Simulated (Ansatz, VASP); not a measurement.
**One calculation of MoS2, two programs**

```
CELL_PARAMETERS angstrom
1.61252 0.93099 6.24343
-1.61252 0.93099 6.24343
0.00000 -1.86198 6.24343
ATOMIC_POSITIONS crystal
Mo 0.00000 0.00000 0.00000
S 0.74840 0.74840 0.74840
S 0.58490 0.58490 0.58490
```

Change from the starting cell: volume scaled by 1.06, crystal datasets.

Alike in both runs: task electric field gradients; functional PBEsol; k mesh 13 × 13 × 13; occupations fermi-dirac, width 0.05 eV; no spin polarisation.

|  | VASP | Ansatz |
| --- | --- | --- |
| version | VASP 6.6.1 | Ansatz 0.2.0 |
| potentials or method | VASP PAW PBE potentials, release 64 (Mo_sv, S), cutoff 520 eV | all-electron PAW with datasets made for the crystal, scalar-relativistic |

```tsv
	VASP	Ansatz	Ansatz less VASP
pressure (GPa)	-4.5	-4.4	+0.03
traceless stress, the component that is largest in VASP (GPa)	4.24	4.25	+0.006
size of Vzz on the site where it differs most (V/Å²)	87.0	85.1	-1.87
```

VASP's potentials were made for PBE, not for PBEsol. Ansatz ran all-electron here, and VASP with PAW potentials.
